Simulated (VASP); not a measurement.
# Y3Ir: electric field gradients with PBE

Y3Ir:

```
Y Ir
1.0
     7.26138    0.00000    0.00000
     0.00000    9.28459    0.00000
     0.00000    0.00000    6.45822
Y Ir
12 4
Direct
  0.03825 0.25000 0.63075
  0.96175 0.75000 0.36925
  0.46175 0.75000 0.13075
  0.53825 0.25000 0.86925
  0.17409 0.06460 0.17676
  0.82591 0.93540 0.82324
  0.32591 0.93540 0.67676
  0.82591 0.56460 0.82324
  0.67409 0.06460 0.32324
  0.17409 0.43540 0.17676
  0.67409 0.43540 0.32324
  0.32591 0.56460 0.67676
  0.38516 0.25000 0.46145
  0.61484 0.75000 0.53855
  0.11484 0.75000 0.96145
  0.88516 0.25000 0.03855
```

| Quantity | Value |
| --- | --- |
| Program | VASP 6.6.1 |
| Task | electric field gradients |
| Functional | PBE |
| Potentials or basis | VASP PAW PBE potentials, release 64 (Y_sv, Ir) |
| Cutoff | 520 eV |
| k mesh | 5 × 4 × 5 |
| Occupations | fermi-dirac, width 0.05 eV |
| Spin | no spin polarisation |
| Dipole correction | no |
| Further INCAR settings | LREAL = Auto; ALGO = Normal; EDIFF = 1e-08; NBANDS = 98 |

| Property | Result |
| --- | --- |
| Pressure | -0.1 GPa |
| Largest force | 0.097 eV/Å |
| Band gap on the k mesh | zero (bands 84 and 85 overlap by 0.15 eV) |
| Largest electric field gradient by atom | Y -67.0, -52.7 (each value once); Ir +127.4 V/Å² |

Forces on the atoms (eV/Å):
```
Y   -0.080  0.000  0.055
Y    0.080  0.000 -0.055
Y    0.080  0.000  0.055
Y   -0.080  0.000 -0.055
Y    0.039 -0.084 -0.023
Y   -0.039  0.084  0.023
Y   -0.039  0.084 -0.023
Y   -0.039 -0.084  0.023
Y    0.039 -0.084  0.023
Y    0.039  0.084 -0.023
Y    0.039  0.084  0.023
Y   -0.039 -0.084 -0.023
Ir  -0.011  0.000 -0.092
Ir   0.011  0.000  0.092
Ir   0.011  0.000 -0.092
Ir  -0.011  0.000  0.092
```

Stress tensor (GPa, compression positive):
```
-0.09  0.00  0.00
 0.00  0.04  0.00
 0.00  0.00 -0.15
```

Levels at points of the mesh, in eV from the Fermi level:
```csv
k point,band 80,band 81,band 82,band 83,band 84,band 85,band 86,band 87,band 88,band 89
"(0.00, 0.00, 0.00)",-0.46,-0.40,-0.20,-0.11,-0.08,0.01,0.08,0.19,0.26,0.26
"(0.00, 0.50, 0.00)",-0.62,-0.39,-0.39,-0.08,-0.08,-0.08,-0.08,0.12,0.12,0.57
```

Electric field gradients, principal values (V/Å²):
| atom | least | middle | greatest (by size) |
| --- | --- | --- | --- |
| 1 Y | 15.896 | 51.067 | -66.963 |
| 2 Y | 15.896 | 51.067 | -66.963 |
| 3 Y | 15.896 | 51.067 | -66.963 |
| 4 Y | 15.896 | 51.067 | -66.963 |
| 5 Y | 1.911 | 50.821 | -52.733 |
| 6 Y | 1.911 | 50.821 | -52.733 |
| 7 Y | 1.911 | 50.821 | -52.733 |
| 8 Y | 1.911 | 50.821 | -52.733 |
| 9 Y | 1.911 | 50.821 | -52.733 |
| 10 Y | 1.911 | 50.821 | -52.733 |
| 11 Y | 1.911 | 50.821 | -52.733 |
| 12 Y | 1.911 | 50.821 | -52.733 |
| 13 Ir | -33.254 | -94.166 | 127.420 |
| 14 Ir | -33.254 | -94.166 | 127.420 |
| 15 Ir | -33.254 | -94.166 | 127.420 |
| 16 Ir | -33.254 | -94.166 | 127.420 |

Run time: 11 min on 4 MPI ranks on AMD EPYC 7R13 Processor (Zen 3) (shared host), peak memory 0.91 GiB a rank.

Caveat: without QUAD_EFG the Cq values of the log hold for a quadrupole moment of 1 mb, not for the nuclei; spin-orbit coupling is left out, which moves the levels of the heavy elements.
